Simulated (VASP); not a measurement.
The system is CO2.

```
C O
1.0
     4.33500    0.00000    0.00000
     0.00000    4.33500    0.00000
     0.00000    0.00000    6.10200
C O
4 8
Direct
  0.46000 0.46000 0.00000
  0.04000 0.96000 0.25000
  0.54000 0.54000 0.50000
  0.96000 0.04000 0.75000
  0.26200 0.21800 0.26000
  0.28200 0.76200 0.51000
  0.73800 0.78200 0.76000
  0.71800 0.23800 0.01000
  0.76200 0.28200 0.49000
  0.78200 0.73800 0.24000
  0.23800 0.71800 0.99000
  0.21800 0.26200 0.74000
```

```yaml
Program: VASP 6.6.1
Task: relaxation of the atoms
Functional: PBE
Potentials_or_basis: VASP PAW PBE potentials, release 64 (C, O)
Cutoff: 520 eV
k_mesh: 5 × 5 × 4
Occupations: fermi-dirac, width 0.02 eV
Spin: no spin polarisation
```

At the start: pressure -37.3 GPa; volume 9.56 Å³/atom.

Q: How do energy, volume and symmetry change on relaxing?

A: Over 39 steps the energy falls by 1666.6 meV/atom; space group P4_12_12 (No. 92, to 0.1 Å) before, P4_2/mnm (No. 136, to 0.1 Å).

Step by step:
```csv
step,energy change (eV),largest force (eV/Å),pressure (GPa)
1,0.0000,9.2993,-37.28
2,-8.0617,24.3029,106.86
3,-9.9163,9.9427,-27.98
4,-16.5543,7.0966,-11.15
5,-19.2429,2.6825,30.03
6,-19.4505,1.2779,15.83
7,-19.4817,1.1935,19.17
8,-19.4687,1.1212,21.89
9,-19.5102,2.0279,11.62
10,-19.5720,0.9692,16.02
11,-19.6891,0.6667,17.25
12,-19.7682,0.5150,18.51
13,-19.7902,0.4729,20.98
14,-19.7906,0.5400,21.36
15,-19.8085,0.4658,21.04
16,-19.8489,0.2906,20.06
17,-19.8666,0.5849,17.86
18,-19.8704,0.4918,18.56
19,-19.8902,0.4601,19.40
20,-19.9120,0.7036,21.73
21,-19.9195,0.6519,21.51
22,-19.9388,0.5001,20.87
23,-19.9629,0.2474,19.62
24,-19.9527,0.5103,17.25
25,-19.9682,0.1960,18.73
26,-19.9710,0.1803,18.85
27,-19.9775,0.1656,19.21
28,-19.9829,0.2605,19.89
29,-19.9863,0.1229,19.19
30,-19.9870,0.1238,18.70
31,-19.9884,0.1133,18.73
32,-19.9920,0.0940,18.81
33,-19.9963,0.1061,18.95
34,-19.9937,0.1305,19.12
35,-19.9971,0.1140,19.03
36,-19.9987,0.0888,18.56
37,-19.9988,0.1151,18.45
38,-19.9996,0.0370,18.75
39,-19.9997,0.0099,18.91
```

Final structure:
```cif
data_structure
_symmetry_space_group_name_H-M 'P 1'
_symmetry_Int_Tables_number 1
_cell_length_a 4.3350
_cell_length_b 4.3350
_cell_length_c 6.1020
_cell_angle_alpha 90.000
_cell_angle_beta 90.000
_cell_angle_gamma 90.000
_cell_volume 114.67
loop_
_atom_site_label
_atom_site_type_symbol
_atom_site_fract_x
_atom_site_fract_y
_atom_site_fract_z
_atom_site_occupancy
C1 C 0.50068 0.50068 0.00000 1
C2 C 0.99932 0.00068 0.25000 1
C3 C 0.49932 0.49932 0.50000 1
C4 C 0.00068 0.99932 0.75000 1
O1 O 0.18948 0.19063 0.24954 1
O2 O 0.30937 0.68948 0.49954 1
O3 O 0.81052 0.80937 0.74954 1
O4 O 0.69063 0.31052 0.99954 1
O5 O 0.68948 0.30937 0.50046 1
O6 O 0.80937 0.81052 0.25046 1
O7 O 0.31052 0.69063 0.00046 1
O8 O 0.19063 0.18948 0.75046 1
```

Caveat: this functional lacks dispersion, which holds the molecules together, so the pressure and a relaxed volume are unreliable.
